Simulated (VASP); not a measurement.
Here is a VASP 6.6.1 calculation.

The input INCAR:

```
SYSTEM = Ta16H
PREC = Accurate
ENCUT = 400
EDIFF = 1E-6
ISMEAR = -1
SIGMA = 0.05
LREAL = .FALSE.
LASPH = .TRUE.
NELM = 120
ALGO = Normal
ISIF = 2
LWAVE = .FALSE.
LCHARG = .FALSE.
GGA = PE
NBANDS = 102
GGA_COMPAT = .FALSE.
```

File KPOINTS:

```
regular mesh
0
G
  2 2 2
  0 0 0
```

Contents of POSCAR:

```
Ta16H
1.0
    6.6200000000      0.0000000000      0.0000000000
    0.0000000000      6.6200000000      0.0000000000
    0.0000000000      0.0000000000      6.6200000000
Ta H
16 1
Direct
    0.0026132931     -0.0211329305      0.0136253776
    0.4981419940     -0.0055740181     -0.0020543807
    0.0049697885      0.5083987915     -0.0034138973
    0.0095921450     -0.0041691843      0.4998489426
    0.2435498489      0.2429909366      0.2411329305
    0.4919486405      0.4799244713     -0.0080815710
    0.5039425982     -0.0014350453      0.4911631420
    0.7475377644      0.2593051360      0.2646072508
   -0.0077492447      0.4940030211      0.4947129909
    0.2568429003      0.7501359517      0.2565105740
    0.2584138973      0.2464350453      0.7459818731
    0.4837462236      0.4978398792      0.4945921450
    0.7461027190      0.7613595166      0.2606344411
    0.7443504532      0.2707099698      0.7397734139
    0.2532024169      0.7574471299      0.7554682779
    0.7620543807      0.7551359517      0.7496978852
    0.7636253776      0.1377341390      0.0194864048
```

Potentials or basis: VASP PAW PBE potentials, release 64 (Ta_pv, H).

The run is started by

```sh
$ cat potpaw_PBE.64/Ta_pv/POTCAR potpaw_PBE.64/H/POTCAR > POTCAR
$ mpirun -np 1 vasp_std > vasp.out
```

Question: Predict the pressure.

Answer: 2.7 GPa.

Question: Estimate the band gap on the k mesh.

Answer: Zero (an odd number of electrons rules out a gap without spin polarisation).

Forces in eV/Å, atoms in the order of the input:
```
Ta   0.632  1.486 -0.888
Ta   0.326  0.213  0.288
Ta  -0.401 -0.581  0.358
Ta  -0.826  0.572  0.261
Ta   0.342  0.012  0.415
Ta   0.349  2.236  0.624
Ta  -0.211  0.658  1.068
Ta  -0.174 -0.179 -0.439
Ta   1.032  1.272  0.617
Ta  -0.636 -0.501 -0.823
Ta  -1.168 -0.277  0.084
Ta   1.121  0.288  0.346
Ta   0.296 -1.660 -0.528
Ta   0.600 -1.567  0.390
Ta   0.117 -1.153 -0.541
Ta  -1.141 -0.600 -0.177
H   -0.259 -0.218 -1.056
```

Caveat: the k points lie up to 0.47 Å⁻¹ apart, too coarse for converged energies and pressures of a metal; spin-orbit coupling is left out, which moves the levels of the heavy elements.
